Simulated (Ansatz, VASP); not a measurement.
# One calculation of AlRu, two programs

```xyz
2
Lattice="2.9762 0.0000 0.0000 0.0000 2.9762 0.0000 0.0000 0.0000 2.9762" Properties=species:S:1:pos:R:3 pbc="T T T"
Ru    0.0000    0.0000    0.0000
Al    1.4881    1.4881    1.4881
```

Alike in both runs: functional PBEsol; k mesh 14 × 14 × 14; occupations gaussian, width 0.1 eV; no spin polarisation.

Ansatz relaxed the structure, and its values are those at the end. VASP's run is a single point on that final structure, the one shown.

|  | VASP | Ansatz |
| --- | --- | --- |
| version | VASP 6.6.1 | Ansatz 0.2.0 |
| potentials or method | VASP PAW PBE potentials, release 64 (Ru_pv, Al), cutoff 500 eV | scalar-relativistic, plane waves, PAW |
| valence electrons in the cell | 17 | 19 |

Ansatz gave:

| Quantity | Value |
| --- | --- |
| gap on the k mesh at the Fermi level (eV) | none |
| pressure (GPa) | 0.0 |

Problem. Estimate VASP's values.

Solution. gap on the k mesh at the Fermi level (eV): none; pressure (GPa): 0.1.

VASP's potentials were made for PBE, not for PBEsol, and Ansatz warns of the same on its side. A gap of «none» marks a metal or a gap that the smearing closes. VASP's potentials hold 17 valence electrons a cell and Ansatz's 19, so a difference there can come from the potentials and not from the codes.
